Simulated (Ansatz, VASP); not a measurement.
CdAg: VASP beside Ansatz

INCAR

```
PREC = Accurate ; ENCUT = 520
EDIFF = 1E-6 ; ISMEAR = 0
SIGMA = 0.15 ; LREAL = F
LASPH = T ; NELM = 60
ALGO = Fast ; ISIF = 2
LWAVE = F ; LCHARG = F
GGA = CA ; NBANDS = 18
```

File KPOINTS:

```
Automatic mesh
0
Gamma
  14 14 14
```

POSCAR

```
CdAg
1.0
    3.1635000000      0.0000000000      0.0000000000
    0.0000000000      3.1635000000      0.0000000000
    0.0000000000      0.0000000000      3.4965000000
Cd Ag
1 1
Direct
    0.5000000000      0.5000000000      0.5000000000
    0.0000000000      0.0000000000      0.0000000000
```

Input for Ansatz:

```yaml
crystal:
  lattice:
    - [3.1635, 0.0, 0.0]
    - [0.0, 3.1635, 0.0]
    - [0.0, 0.0, 3.4965]
  atoms:
    - { symbol: Cd, position: [0.5, 0.5, 0.5] }
    - { symbol: Ag, position: [0.0, 0.0, 0.0] }
basis:
  ecutwfc: 420
kpoints:
  mp_grid: { grid: [14, 14, 14] }
hamiltonian:
  xc: lda
scf:
  occupations: { method: gaussian, width: 0.15 }
output:
  forces: true
  stress: true
  eigenvalues: true
```

Change from the starting cell: strain -0.050 along x and y, +0.050 along z, atoms carried along.

Alike in both runs: task single point; functional LDA; k mesh 14 × 14 × 14; occupations gaussian, width 0.15 eV; no spin polarisation.

|  | VASP | Ansatz |
| --- | --- | --- |
| version | VASP 6.6.1 | Ansatz 0.2.0 |
| potentials or method | VASP PAW LDA potentials, release 64 (Cd, Ag), cutoff 520 eV | scalar-relativistic, plane waves, PAW |
| valence electrons in the cell | 23 | 39 |

|  | VASP | Ansatz | Ansatz less VASP |
| --- | --- | --- | --- |
| gap on the k mesh at the Fermi level (eV) | none | none | - |
| pressure (GPa) | 0.1 | -0.7 | -0.80 |
| traceless stress, the component that is largest in VASP (GPa) | -0.20 | -0.21 | -0.014 |

LDA's correlation is that of Perdew and Zunger in VASP and of Perdew and Wang (1992) in Ansatz. A gap of «none» marks a metal or a gap that the smearing closes. VASP's potentials hold 23 valence electrons a cell and Ansatz's 39, so a difference there can come from the potentials and not from the codes.
